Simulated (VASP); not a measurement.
Pd3PbC: single point with RPBE

The system is Pd3PbC.

```
CELL_PARAMETERS angstrom
4.32631 0.00000 0.00000
0.00000 4.32631 0.00000
0.00000 0.00000 4.32631
ATOMIC_POSITIONS crystal
Pd 0.00000 0.50000 0.50000
Pd 0.50000 0.50000 0.00000
Pd 0.50000 0.00000 0.50000
Pb 0.00000 0.00000 0.00000
C 0.50000 0.50000 0.50000
```

* Program: VASP 6.6.1
* Task: single point
* Functional: RPBE
* Potentials or basis: VASP PAW PBE potentials, release 64 (Pd, Pb_d, C)
* Cutoff: 520 eV
* k mesh: 6 × 6 × 6
* Occupations: fermi-dirac, width 0.1 eV
* Spin: no spin polarisation
* Dipole correction: no
* Further INCAR settings: ALGO = Normal; EDIFF = 1e-07; NBANDS = 32

- Pressure: 0.0 GPa
- Band gap on the k mesh: zero (band 24 reaches 8.91 eV, above the bottom of band 25 at 7.79 eV)

Levels at points of the mesh, in eV from the Fermi level:
| k point | band 20 | band 21 | band 22 | band 23 | band 24 | band 25 | band 26 | band 27 | band 28 | band 29 |
| --- | --- | --- | --- | --- | --- | --- | --- | --- | --- | --- |
| (0.00, 0.00, 0.00) | -2.11 | -1.07 | -1.07 | -1.07 | -1.05 | 0.18 | 1.71 | 1.71 | 1.71 | 5.32 |
| (0.50, 0.00, 0.00) | -2.21 | -1.72 | -1.07 | 0.09 | 0.09 | 0.32 | 2.07 | 3.17 | 3.17 | 5.83 |
| (0.50, 0.50, 0.00) | -1.97 | -1.86 | -1.64 | -0.48 | -0.48 | 1.10 | 3.60 | 4.09 | 4.09 | 4.39 |
| (0.50, 0.50, 0.50) | -1.82 | -1.82 | -1.17 | -1.17 | -1.17 | -1.04 | 1.46 | 1.46 | 1.46 | 8.44 |

Wall time 46 s on 1 thread of Intel(R) Xeon(R) Platinum 8259CL CPU @ 2.50GHz (Skylake/Cascade Lake) (shared host), peak memory 0.2 GiB.

Caveat: the PAW data sets were made with another functional, which shifts forces and pressure a little; spin-orbit coupling is left out, which moves the levels of the heavy elements.
